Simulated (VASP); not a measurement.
Cu3N, 4 atoms in the cell. Symmetry: P4/mmm, No. 123, tetragonal system. Conventional cell: a = 3.852 Å, b = 3.852 Å, c = 3.814 Å, α = 90.00°, β = 90.00°, γ = 90.00°. Cu (site symmetry mmm) has 2 N at 1.93 Å within 2.6 Å. Within 2.5 Å of Cu (site symmetry 4/mmm) lie 2 N at 1.91 Å. Within 2.5 Å of N (site symmetry 4/mmm) lie 6 Cu at 1.91 to 1.93 Å.  This cell differs from its parent crystal: equal xx and yy strain of +1 %.

```yaml
Program: VASP 6.6.1
Task: single point
Functional: PBEsol
Potentials_or_basis: VASP PAW PBE potentials, release 64 (Cu, N)
Cutoff: 600 eV
k_mesh: 10 × 10 × 10
Occupations: fermi-dirac, width 0.08 eV
Spin: no spin polarisation
Dipole_correction: no
Further_INCAR_settings: ALGO = Normal; EDIFF = 1e-06; NBANDS = 27
```

Potentials or basis: VASP PAW PBE potentials, release 64 (Cu, N).

The run is started by

```sh
$ cat potpaw_PBE.64/Cu/POTCAR potpaw_PBE.64/N/POTCAR > POTCAR
$ mpirun -np 1 vasp_std > vasp.out
```

Hardware: 1 thread of Intel Xeon 8259CL, with other jobs on the host.

Task: How long does it take, and how much memory?

Result: Run time: 5 min on 1 thread of Intel Xeon 8259CL (shared host), peak memory 0.32 GiB. Counts: scf iterations 15, k points 126.
